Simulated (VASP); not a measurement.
A run of VASP 6.6.1:

The input INCAR:

```
  PREC = Accurate
  ENCUT = 520
  EDIFF = 1E-8
  ISMEAR = 0
  SIGMA = 0.01
  LREAL = F
  LASPH = T
  NELM = 100
  ALGO = Normal
  ISIF = 2
  LWAVE = F
  LCHARG = F
  GGA = PE
  IBRION = 8
  NSW = 1
  LEPSILON = T
```

Contents of KPOINTS:

```
Automatic mesh
0
Gamma
  8 8 8
```

POSCAR

```
ZnSe
1.0
    0.0000000000      2.8501561714      2.8501561714
    2.8501561714      0.0000000000      2.8501561714
    2.8501561714      2.8501561714      0.0000000000
Zn Se
1 1
Direct
    0.0000000000      0.0000000000      0.0000000000
    0.7500000000      0.7500000000      0.7500000000
```

Potentials or basis: VASP PAW PBE potentials, release 64 (Zn, Se).

Command:

```bash
$ cat potpaw_PBE.64/Zn/POTCAR potpaw_PBE.64/Se/POTCAR > POTCAR
$ mpirun -np 1 vasp_std > vasp.out
```

Hardware: 1 thread of Intel(R) Xeon(R) Platinum 8488C (Sapphire Rapids), on a shared host.

Question: How long does it take, and how much memory?

Answer: It took 7.1 min on 1 thread of Intel(R) Xeon(R) Platinum 8488C (Sapphire Rapids) (shared host), peak memory 0.31 GiB. Counts: scf iterations 161, k points 29.
